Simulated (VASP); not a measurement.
# Ge (P4_322) in VASP: single point with PBE

Aim: the single point of Ge with PBE.

Everything below comes from runs of VASP 6.6.1. Logs are shortened: lines on timing, memory, paths and dates and some standing lists are left out, and cuts for length are marked.

## Step 1: The cell of the first run

Symmetry: P4_322, No. 95, tetragonal system. Conventional cell: a = 4.891 Å, b = 4.891 Å, c = 3.954 Å, α = 90.00°, β = 90.00°, γ = 90.00°. Within 3.3 Å of Ge (site symmetry 2) lie 4 Ge at 2.51 to 2.57 Å.

The cell was built from a structure type or drawn by symmetry, and may not be a known phase.

## Step 2: Single point, PBE

Contents of INCAR:

```
SYSTEM = Ge
ALGO = Normal
EDIFF = 1E-6
ENCUT = 520
GGA = PE
ISIF = 2
ISMEAR = 0
LASPH = .TRUE.
LCHARG = .TRUE.
LELF = .TRUE.
LREAL = .FALSE.
LVHAR = .TRUE.
LWAVE = .FALSE.
NBANDS = 36
NELM = 80
PREC = Accurate
SIGMA = 0.1
```

Contents of KPOINTS:

```
k-points
0
G
  10 10 12
  0 0 0
```

Contents of POSCAR:

```
Ge
1.0
    4.8910671568      0.0000000000      0.0000000000
    0.0000000000      4.8910671568      0.0000000000
    0.0000000000      0.0000000000      3.9536694724
Ge
4
Direct
    0.3422240566      0.0000000000      0.2500000000
    0.0000000000      0.6577759434      0.5000000000
    0.6577759434      0.0000000000      0.7500000000
    0.0000000000      0.3422240566      0.0000000000
```

Potentials or basis: VASP PAW PBE potentials, release 64 (Ge_d).

Started as:

```bash
cat potpaw_PBE.64/Ge_d/POTCAR > POTCAR
mpirun -np 1 vasp_std > vasp.out
```

OUTCAR:

```text
SYSTEM = Ge
   EDIFF = 1E-6
   ENCUT = 520
   GGA = PE
   ISIF = 2
   ISMEAR = 0
   LASPH = .TRUE.
   LREAL = .FALSE.
   NELM = 80
   PREC = Accurate

 ion  position               nearest neighbor table
   1  0.342  0.000  0.250-   3 2.51   3 2.51   4 2.57   2 2.57
   2  0.000  0.658  0.500-   4 2.51   4 2.51   1 2.57   3 2.57
   3  0.658  0.000  0.750-   1 2.51   1 2.51   4 2.57   2 2.57
   4  0.000  0.342  0.000-   2 2.51   2 2.51   3 2.57   1 2.57

  LATTYP: Found a simple tetragonal cell.
 ALAT       =     4.8910671568
 C/A-ratio  =     0.8083449574

  Lattice vectors:

 A1 = (   4.8910671568,   0.0000000000,   0.0000000000)
 A2 = (   0.0000000000,   4.8910671568,   0.0000000000)
 A3 = (   0.0000000000,   0.0000000000,   3.9536694724)

Analysis of symmetry for initial positions (statically):
=====================================================================
 Subroutine PRICEL returns:
 Original cell was already a primitive cell.

 Routine SETGRP: Setting up the symmetry group for a
 simple tetragonal supercell.

 Subroutine GETGRP returns: Found  8 space group operations
 (whereof  2 operations were pure point group operations)
 out of a pool of 16 trial point group operations.

The static configuration has the point symmetry C_2 .
 The point group associated with its full space group is D_4 .

Analysis of symmetry for dynamics (positions and initial velocities):
=====================================================================
 Subroutine PRICEL returns:
 Original cell was already a primitive cell.

 Routine SETGRP: Setting up the symmetry group for a
 simple tetragonal supercell.

 Subroutine GETGRP returns: Found  8 space group operations
 (whereof  2 operations were pure point group operations)
 out of a pool of 16 trial point group operations.

The dynamic configuration has the point symmetry C_2 .
 The point group associated with its full space group is D_4 .

 Subroutine INISYM returns: Found  8 space group operations
 (whereof  2 operations are pure point group operations),
 and found     1 'primitive' translations

----------------------------------------------------------------------------------------

                                     Primitive cell

[... 90 lines left out ...]
   LSORBIT =      F    spin-orbit coupling
   LASPH  =      T    aspherical Exc in radial PAW
   ENCUT  =  520.0 eV  38.22 Ry    6.18 a.u.   9.09  9.09  7.35*2*pi/ulx,y,z
   NELM   =     80;   NELMIN=  2; NELMDL= -5     # of ELM steps
   EDIFF  = 0.1E-05   stopping-criterion for ELM
   LREAL  =      F    real-space projection
   EDIFFG = 0.1E-04   stopping-criterion for IOM
   NSW    =      0    number of steps for IOM
   IBRION =     -1    ionic relax: 0-MD 1-quasi-New 2-CG
   NFREE  =      0    steps in history (QN), initial steepest desc. (CG)
   ISIF   =      2    stress and relaxation
   ISYM   =      2    0-nonsym 1-usesym 2-fastsym
   POTIM  = 0.5000    time-step for ionic-motion
   TEBEG  =    0.0;   TEEND  =   0.0 temperature during run
   PSTRESS=    0.0 pullay stress
   NELECT =      56.0000    total number of electrons
   NUPDOWN=      -1.0000    fix difference up-down
   EMIN   =  10.00;   EMAX   =-10.00  energy-range for DOS
   EFERMI =   0.00;   METHOD = LEGACY
   ISMEAR =     0;   SIGMA  =   0.10  broadening in eV -4-tet -1-fermi 0-gaus
   EFERMI_NEDOS =   21; number of points for ismear=-14 and -15
   IALGO  =     38    algorithm
   IMIX   =      4    mixing-type and parameters
     AMIX     =   0.40;   BMIX     =  1.00
     AMIX_MAG =   1.60;   BMIX_MAG =  1.00
  volume/ion in A,a.u.               =      23.65       159.57
  Fermi-wavevector in a.u.,A,eV,Ry     =   1.374680  2.597769 25.711546  1.889745
  Thomas-Fermi vector in A             =   2.500085
   LORBIT       =      0    0 simple, 1 ext, 2 COOP (PROOUT), +10 PAW based schemes
   GGA     = PE    functional components
   LHFCALC =     F    Hartree Fock is set to
   AEXX    =    0.0000 exact exchange contribution
   IVDW    =     0    specifies the selected vdW correction
   LEPSILON=     F    determine dielectric tensor
   LRPA    =     F    only Hartree local field effects (RPA)
 non-spin polarized calculation
 Gauss-broadening in eV      SIGMA  =   0.10
  energy-cutoff  :      520.00
  volume of cell :       94.58
 maximum number of plane-waves:      2568
   NGX = 19   NGY = 19   NGZ = 15

 number of electron      56.0000011 magnetization

 Free energy of the ion-electron system (eV)
  ---------------------------------------------------
  ext. energy  EPLUGINS =         0.00000000
  ---------------------------------------------------
  free energy    TOTEN  =       -17.13747859 eV

  energy without entropy =      -17.13574529  energy(sigma->0) =      -17.13661194

 E-fermi :   4.5537     XC(G=0):  -9.8136

 val. band max:        4.5489737023   @ k =   0.5000   0.3000   0.0000
 cond. band min:       4.5716131988   @ k =   0.5000   0.4000   0.0000
 fundamental gap:      0.0226394965
 Fermi energy:         4.5537308231

 k-point     1 :       0.0000    0.0000    0.0000
  band No.  band energies     occupation
      1     -20.2901      2.00000
      2     -20.2901      2.00000
      3     -20.2569      2.00000
      4     -20.2322      2.00000
      5     -20.2154      2.00000
      6     -20.2051      2.00000
[... 925 lines left out ...]
     35      10.1423      0.00000
     36      11.0541      0.00000

 [... further k-points ...]

------------------------ aborting loop because EDIFF is reached ----------------------------------------

  FORCE on cell =-STRESS in cart. coord.  units (eV):
  Direction    XX          YY          ZZ          XY          YZ          ZX
  --------------------------------------------------------------------------------------
  -------------------------------------------------------------------------------------
  Total       -0.0090367     -0.0090367     -0.0205625      0.0000000      0.0000000      0.0000000
  in kB       -0.1530776     -0.1530776     -0.3483211      0.0000000      0.0000000      0.0000000
  external PRESSURE =      -0.2181588 kB  Pullay stress =       0.0000000 kB

 VOLUME and BASIS-vectors are now :
 -----------------------------------------------------------------------------
  energy-cutoff  :      520.00
  volume of cell :       94.58
      direct lattice vectors                 reciprocal lattice vectors
     4.891067157  0.000000000  0.000000000     0.204454359  0.000000000  0.000000000
     0.000000000  4.891067157  0.000000000     0.000000000  0.204454359  0.000000000
     0.000000000  0.000000000  3.953669472     0.000000000  0.000000000  0.252929590

 POSITION                                       TOTAL-FORCE (eV/Angst)
 -----------------------------------------------------------------------------------
      1.67384      0.00000      0.98842         0.001063      0.000000     -0.000000
      0.00000      3.21723      1.97683        -0.000000     -0.001063      0.000000
      3.21723      0.00000      2.96525        -0.001063      0.000000      0.000000
      0.00000      1.67384      0.00000        -0.000000      0.001063     -0.000000
 -----------------------------------------------------------------------------------
    total drift:                               -0.000000      0.000000      0.000000

  FREE ENERGIE OF THE ION-ELECTRON SYSTEM (eV)
  ---------------------------------------------------
  free  energy   TOTEN  =       -17.1374785933 eV

  energy  without entropy=      -17.1357452925  energy(sigma->0) =      -17.13661194
```

stdout:

```text
POSCAR found type information on POSCAR Ge
 POSCAR found :  1 types and       4 ions
 scaLAPACK will be used
 LDA part: xc-table for (Slater+PW92), standard interpolation
 POSCAR, INCAR and KPOINTS ok, starting setup
 FFT: planning ... GRIDC
 FFT: planning ... GRID_SOFT
 FFT: planning ... GRID
 WAVECAR not read
 entering main loop
```

Run time: 6.2 min. Hardware: 1 thread of Intel Xeon 8259CL, shared host; peak memory 0.44 GiB.

Results:

| Quantity | Value |
| --- | --- |
| Free energy | -17.1375 eV |
| Pressure | 0.0 GPa |
| Band gap on the k mesh | zero (bands 28 and 29 overlap by 0.75 eV) |

Caveat: semilocal functionals underestimate gaps, so a narrow gap can read as zero.
